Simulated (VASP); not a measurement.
# Cd (P6_3/mmc) in VASP: further runs, part 2 of 2

VASP 6.6.1.

## 3. Single point, PBE

This run uses another cell than the first one, of 24.18 Å³/atom, 1.037 times its volume.

File INCAR:

```
ALGO = Normal ; EDIFF = 1E-7
ENCUT = 520 ; GGA = PE
ISIF = 2 ; ISMEAR = -1
LASPH = T ; LCHARG = F
LREAL = F ; LWAVE = F
NBANDS = 19 ; NELM = 100
PREC = Accurate ; SIGMA = 0.1
```

File KPOINTS:

```
k-points
0
Gamma
  9 9 4
```

File POSCAR:

```
Cd
1.0
    3.0935529810      0.0000000000      0.0000000000
   -1.5467764905      2.6790953713      0.0000000000
    0.0000000000      0.0000000000      5.8339228983
Cd
2
Direct
    0.3333333333      0.6666666667      0.2500000000
    0.6666666667      0.3333333333      0.7500000000
```

Potentials or basis: VASP PAW PBE potentials, release 64 (Cd).

Command:

```bash
> cat potpaw_PBE.64/Cd/POTCAR > POTCAR
> mpirun -np 1 vasp_std > vasp.out
```

OUTCAR:

```text
EDIFF = 1E-7
   ENCUT = 520
   GGA = PE
   ISIF = 2
   ISMEAR = -1
   LASPH = T
   LREAL = F
   NELM = 100
   PREC = Accurate

 ion  position               nearest neighbor table
   1  0.333  0.667  0.250-   2 3.42   2 3.42   2 3.42   2 3.42   2 3.42   2 3.42
   2  0.667  0.333  0.750-   1 3.42   1 3.42   1 3.42   1 3.42   1 3.42   1 3.42

  LATTYP: Found a hexagonal cell.
 ALAT       =     3.0935529810
 C/A-ratio  =     1.8858325473

  Lattice vectors:

 A1 = (   3.0935529810,   0.0000000000,   0.0000000000)
 A2 = (  -1.5467764905,   2.6790953713,   0.0000000000)
 A3 = (   0.0000000000,   0.0000000000,   5.8339228983)

Analysis of symmetry for initial positions (statically):
=====================================================================
 Subroutine PRICEL returns:
 Original cell was already a primitive cell.

 Routine SETGRP: Setting up the symmetry group for a
 hexagonal supercell.

 Subroutine GETGRP returns: Found 24 space group operations
 (whereof 12 operations were pure point group operations)
 out of a pool of 24 trial point group operations.

The static configuration has the point symmetry D_3d.
 The point group associated with its full space group is D_6h.

Analysis of symmetry for dynamics (positions and initial velocities):
=====================================================================
 Subroutine PRICEL returns:
 Original cell was already a primitive cell.

 Routine SETGRP: Setting up the symmetry group for a
 hexagonal supercell.

 Subroutine GETGRP returns: Found 24 space group operations
 (whereof 12 operations were pure point group operations)
 out of a pool of 24 trial point group operations.

The dynamic configuration has the point symmetry D_3d.
 The point group associated with its full space group is D_6h.

 Subroutine INISYM returns: Found 24 space group operations
 (whereof 12 operations are pure point group operations),
 and found     1 'primitive' translations

----------------------------------------------------------------------------------------

                                     Primitive cell

  volume of cell :      48.3511

  direct lattice vectors                    reciprocal lattice vectors
     3.093552981  0.000000000  0.000000000     0.323252909  0.186630161  0.000000000
    -1.546776491  2.679095371  0.000000000     0.000000000  0.373260322  0.000000000
     0.000000000  0.000000000  5.833922898     0.000000000  0.000000000  0.171411247

  length of vectors
     3.093552981  3.093552896  5.833922898     0.373260311  0.373260322  0.171411247

  position of ions in fractional coordinates (direct lattice)
     0.333333333  0.666666667  0.250000000
     0.666666667  0.333333333  0.750000000

  ion indices of the primitive-cell ions
   primitive index   ion index
                 1           1
                 2           2

----------------------------------------------------------------------------------------

 KPOINTS: k-points

Automatic generation of k-mesh.
 Grid dimensions read from file:
 generate k-points for:    9    9    4

 Generating k-lattice:

  Cartesian coordinates                     Fractional coordinates (reciprocal lattice)
     0.035916990  0.020736685  0.000000000     0.111111111  0.000000000  0.000000000
     0.000000000  0.041473369  0.000000000     0.000000000  0.111111111  0.000000000
     0.000000000  0.000000000  0.042852812     0.000000000  0.000000000  0.250000000

  Length of vectors
     0.041473368  0.041473369  0.042852812

  Shift w.r.t. Gamma in fractional coordinates (k-lattice)
     0.000000000  0.000000000  0.000000000

 Subroutine IBZKPT returns following result:
 ===========================================

 Found     36 irreducible k-points:

 Following reciprocal coordinates:
            Coordinates               Weight
  0.000000  0.000000  0.000000      1.000000
  0.111111 -0.000000  0.000000      6.000000
  0.222222  0.000000  0.000000      6.000000
  0.333333 -0.000000  0.000000      6.000000
  0.444444  0.000000  0.000000      6.000000
  0.111111  0.111111  0.000000      6.000000
[... 16 lines left out ...]
  0.333333  0.222222  0.250000     24.000000
  0.333333  0.333333  0.250000      4.000000
 [... further k-points ...]
   k-points           NKPTS =     36   k-points in BZ     NKDIM =     36   number of bands    NBANDS=     19
   number of dos      NEDOS =    301   number of ions     NIONS =      2
   total plane-waves  NPLWV =  27648
   dimension x,y,z NGX =    24 NGY =   24 NGZ =   48
   dimension x,y,z NGXF=    48 NGYF=   48 NGZF=   96
   ions per type =               2
   NGX,Y,Z   is equivalent  to a cutoff of  12.90, 12.90, 13.68 a.u.
   NGXF,Y,Z  is equivalent  to a cutoff of  25.79, 25.79, 27.36 a.u.
 SYSTEM =  unknown system
   PREC   = accura    normal or accurate (medium, high low for compatibility)
   ISTART =      0    job   : 0-new  1-cont  2-samecut
   ICHARG =      2    charge: 1-file 2-atom 10-const
   ISPIN  =      1    spin polarized calculation?
   LNONCOLLINEAR =      F non collinear calculations
   LSORBIT =      F    spin-orbit coupling
   LASPH  =      T    aspherical Exc in radial PAW
   ENCUT  =  520.0 eV  38.22 Ry    6.18 a.u.   5.75  5.75 10.85*2*pi/ulx,y,z
   NELM   =    100;   NELMIN=  2; NELMDL= -5     # of ELM steps
   EDIFF  = 0.1E-06   stopping-criterion for ELM
   LREAL  =      F    real-space projection
   EDIFFG = 0.1E-05   stopping-criterion for IOM
   NSW    =      0    number of steps for IOM
   IBRION =     -1    ionic relax: 0-MD 1-quasi-New 2-CG
   NFREE  =      0    steps in history (QN), initial steepest desc. (CG)
   ISIF   =      2    stress and relaxation
   ISYM   =      2    0-nonsym 1-usesym 2-fastsym
   POTIM  = 0.5000    time-step for ionic-motion
   TEBEG  =    0.0;   TEEND  =   0.0 temperature during run
   PSTRESS=    0.0 pullay stress
   NELECT =      24.0000    total number of electrons
   NUPDOWN=      -1.0000    fix difference up-down
   EMIN   =  10.00;   EMAX   =-10.00  energy-range for DOS
   EFERMI =   0.00;   METHOD = LEGACY
   ISMEAR =    -1;   SIGMA  =   0.10  broadening in eV -4-tet -1-fermi 0-gaus
   EFERMI_NEDOS =   21; number of points for ismear=-14 and -15
   IALGO  =     38    algorithm
   IMIX   =      4    mixing-type and parameters
     AMIX     =   0.40;   BMIX     =  1.00
     AMIX_MAG =   1.60;   BMIX_MAG =  1.00
  volume/ion in A,a.u.               =      24.18       163.14
  Fermi-wavevector in a.u.,A,eV,Ry     =   1.296213  2.449488 22.860082  1.680169
  Thomas-Fermi vector in A             =   2.427684
   LORBIT       =      0    0 simple, 1 ext, 2 COOP (PROOUT), +10 PAW based schemes
   GGA     = PE    functional components
   LHFCALC =     F    Hartree Fock is set to
   AEXX    =    0.0000 exact exchange contribution
   IVDW    =     0    specifies the selected vdW correction
   LEPSILON=     F    determine dielectric tensor
   LRPA    =     F    only Hartree local field effects (RPA)
 non-spin polarized calculation
  energy-cutoff  :      520.00
  volume of cell :       48.35
 maximum number of plane-waves:      1314
 NGX is ok and might be reduce to    24
   NGX = 11   NGY = 11   NGZ = 21

 number of electron      24.0000009 magnetization

 Free energy of the ion-electron system (eV)
  ---------------------------------------------------
  ext. energy  EPLUGINS =         0.00000000
  ---------------------------------------------------
  free energy    TOTEN  =        -1.47597503 eV

  energy without entropy =       -1.44421778  energy(sigma->0) =       -1.46009640

 E-fermi :   2.3260     XC(G=0): -10.4412

 val. band max:        2.3205648150   @ k =   0.4444   0.0000   0.2500
 cond. band min:       2.4218546808   @ k =   0.3333   0.3333   0.2500
 fundamental gap:      0.1012898659
 Fermi energy:         2.3259841218

 k-point     1 :       0.0000    0.0000    0.0000
  band No.  band energies     occupation
      1      -7.2338      2.00000
      2      -7.0418      2.00000
      3      -6.7760      2.00000
      4      -6.7760      2.00000
      5      -6.7373      2.00000
      6      -6.7373      2.00000
[... 11 lines left out ...]
     18      16.1718      0.00000
     19      17.2754      0.00000
[... 485 lines left out ...]
 k-point    24 :       0.3333    0.3333    0.2500
  band No.  band energies     occupation
      1      -6.9130      2.00000
      2      -6.8376      2.00000
      3      -6.8376      2.00000
      4      -6.6543      2.00000
      5      -6.6161      2.00000
      6      -6.6161      2.00000
[... 11 lines left out ...]
     18       9.4532      0.00000
     19      10.9530      0.00000

 [... further k-points ...]

------------------------ aborting loop because EDIFF is reached ----------------------------------------

  FORCE on cell =-STRESS in cart. coord.  units (eV):
  Direction    XX          YY          ZZ          XY          YZ          ZX
  --------------------------------------------------------------------------------------
  -------------------------------------------------------------------------------------
  Total       -0.4731671     -0.4731671     -0.3111373      0.0000000      0.0000000      0.0000000
  in kB      -15.6790134    -15.6790122    -10.3099435      0.0000000      0.0000000      0.0000000
  external PRESSURE =     -13.8893230 kB  Pullay stress =       0.0000000 kB

 VOLUME and BASIS-vectors are now :
 -----------------------------------------------------------------------------
  energy-cutoff  :      520.00
  volume of cell :       48.35
      direct lattice vectors                 reciprocal lattice vectors
     3.093552981  0.000000000  0.000000000     0.323252909  0.186630161  0.000000000
    -1.546776491  2.679095371  0.000000000     0.000000000  0.373260322  0.000000000
     0.000000000  0.000000000  5.833922898     0.000000000  0.000000000  0.171411247

 POSITION                                       TOTAL-FORCE (eV/Angst)
 -----------------------------------------------------------------------------------
     -0.00000      1.78606      1.45848        -0.000000      0.000000      0.000000
      1.54678      0.89303      4.37544         0.000000     -0.000000     -0.000000
 -----------------------------------------------------------------------------------
    total drift:                               -0.000000      0.000000      0.000000

  FREE ENERGIE OF THE ION-ELECTRON SYSTEM (eV)
  ---------------------------------------------------
  free  energy   TOTEN  =        -1.4759750278 eV

  energy  without entropy=       -1.4442177817  energy(sigma->0) =       -1.46009640
```

Run time: 12 s. Hardware: 1 thread of Intel Xeon Platinum 8559C (Emerald Rapids), shared host; peak memory 0.17 GiB.

What came out:

| Property | Result |
| --- | --- |
| Free energy | -1.4760 eV |
| Pressure | -1.4 GPa |
| Band gap on the k mesh | zero (band 12 reaches 3.26 eV, above the bottom of band 13 at -0.33 eV) |

Levels at points of the mesh, in eV from the Fermi level:
| k point | band 10 | band 11 | band 12 | band 13 | band 14 | band 15 |
| --- | --- | --- | --- | --- | --- | --- |
| (0.00, 0.00, 0.00) | -8.50 | -8.23 | -3.19 | -2.66 | 9.78 | 13.56 |
| (0.00, 0.00, 0.50) | -8.58 | -6.89 | -6.89 | 3.31 | 3.31 | 14.15 |
